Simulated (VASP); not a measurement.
Runs of VASP 6.6.1 on AlNi3. The structure is that of space group Fm-3m (No. 225), or close to it. The cells are those of the table. 

```tsv
task	potentials or basis	fixed moment (μB)	cell	k mesh	cutoff (eV)	gap on the mesh (eV)	pressure (GPa)	moment (μB)
vibrations by perturbation theory	VASP PAW PBE potentials, release 64 (Ni, Al)	-	a = 3.962 Å, angles 60.0°, 4 atoms	8 × 8 × 8	520	-	-	0.00
single point	VASP PAW PBE potentials, release 64 (Ni, Al)	-	a = 4.015 Å, angles 60.0°, 4 atoms	8 × 8 × 8	520	none	(a)	0.00
single point	VASP PAW PBE potentials, release 64 (Ni_sv_GW, Al)	4.5	a = 3.962 Å, angles 60.0°, 4 atoms	7 × 7 × 7	590	-	10.9	4.50
single point	VASP PAW PBE potentials, release 64 (Ni, Al)	-	a = 3.936 Å, angles 60.0°, 4 atoms	8 × 8 × 8	520	none	3.5	0.00
```

Alike in all rows: level PBEsol; spin collinear, ferromagnetic start; smearing fermi-dirac 0.05 eV.

Q: Estimate the missing entries.

A: (a) -7.7.

Caveats: the PAW data sets were made with another functional, which shifts forces and pressure a little; the cell stands under pressure (at least some runs); the cell stands under tension (at least some runs); the total moment is fixed, so each spin has its own Fermi level (at least some runs).

A gap of «none» marks levels without a gap at the run's occupations.

The runs don't all hold the same shells in valence.
